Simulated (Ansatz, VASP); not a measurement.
## One calculation of ZrGe2Pd3, two programs

```
Zr Ge Pd
1.0
     5.10575    0.00000    0.00000
     0.00000    5.10575    0.00000
     0.00000    0.00000    5.22798
Zr Ge Pd
1 2 3
Direct
  0.00000 0.00000 0.00000
  0.50000 0.00000 0.00000
  0.00000 0.50000 0.00000
  0.50000 0.50000 0.50000
  0.50000 0.50000 0.00000
  0.00000 0.00000 0.50000
```

Alike in both runs: functional PBE; k mesh 4 × 4 × 3; occupations gaussian, width 0.2 eV; no spin polarisation.

Ansatz relaxed the structure, and its values are those at the end. VASP's run is a single point on that final structure, the one shown.

```csv
,VASP,Ansatz
version,VASP 6.6.1,Ansatz 0.2.0
potentials or method,"VASP PAW PBE potentials, release 64 (Zr_sv, Ge_d, Pd), cutoff 520 eV","scalar-relativistic, plane waves, PAW"
valence electrons in the cell,70,94
```

```tsv
	VASP	Ansatz	Ansatz less VASP
gap on the k mesh at the Fermi level (eV)	none	none	-
pressure (GPa)	0.3	0.3	-0.03
```

A gap of «none» marks a metal or a gap that the smearing closes. VASP's potentials hold 70 valence electrons a cell and Ansatz's 94, so a difference there can come from the potentials and not from the codes.

The k mesh is coarse, so the values compare programs but aren't converged.
